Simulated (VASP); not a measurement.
Set up this calculation in VASP 6.6.1, as the native input.

| Item | Value |
| --- | --- |
| Task | single point |
| Functional | LDA |
| Potentials or basis | VASP PAW LDA potentials, release 64 (Ga_d, N_h) |
| Cutoff | 910 eV |
| k mesh | 8 × 8 × 8 |
| Occupations | gaussian, width 0.01 eV |
| Spin | no spin polarisation |
| Dipole correction | no |
| Second run | hard_potentials |
| Further INCAR settings | ALGO = Normal; EDIFF = 1e-06; NBANDS = 16 |

The structure of GaN lies in POSCAR:

```
GaN
1.0
    0.0000000000      2.2332881489      2.2332881489
    2.2332881489      0.0000000000      2.2332881489
    2.2332881489      2.2332881489      0.0000000000
Ga N
1 1
Direct
    0.0000000000      0.0000000000      0.0000000000
    0.7500000000      0.7500000000      0.7500000000
```

These files were run (other wordings do the same):

INCAR

```
SYSTEM = GaN
ALGO = Normal ; EDIFF = 1E-6
ENCUT = 910 ; GGA = CA
GGA_COMPAT = .FALSE. ; ISIF = 2
ISMEAR = 0 ; LASPH = .TRUE.
LCHARG = .FALSE. ; LREAL = .FALSE.
LWAVE = .FALSE. ; NBANDS = 16
NELM = 120 ; PREC = Accurate
SIGMA = 0.01
```

KPOINTS

```
k-points
0
G
  8 8 8
  0 0 0
```

Potentials or basis: VASP PAW LDA potentials, release 64 (Ga_d, N_h).

The run is started by

```console
$ cat potpaw_LDA.64/Ga_d/POTCAR potpaw_LDA.64/N_h/POTCAR > POTCAR
$ mpirun -np 1 vasp_std > vasp.out
```

It gave:

```json
{
  "Pressure": "-0.7 GPa",
  "Band gap on the k mesh": "1.92 eV, direct"
}
```

Caveat: the cutoff is under 1.25 times the usual one of these potentials, so pressure, stress and relaxed cells hold a basis-set (Pulay) error.

It used 37 s of CPU time on 1 thread of AMD EPYC 7R13 Processor (Zen 3), on a shared host.
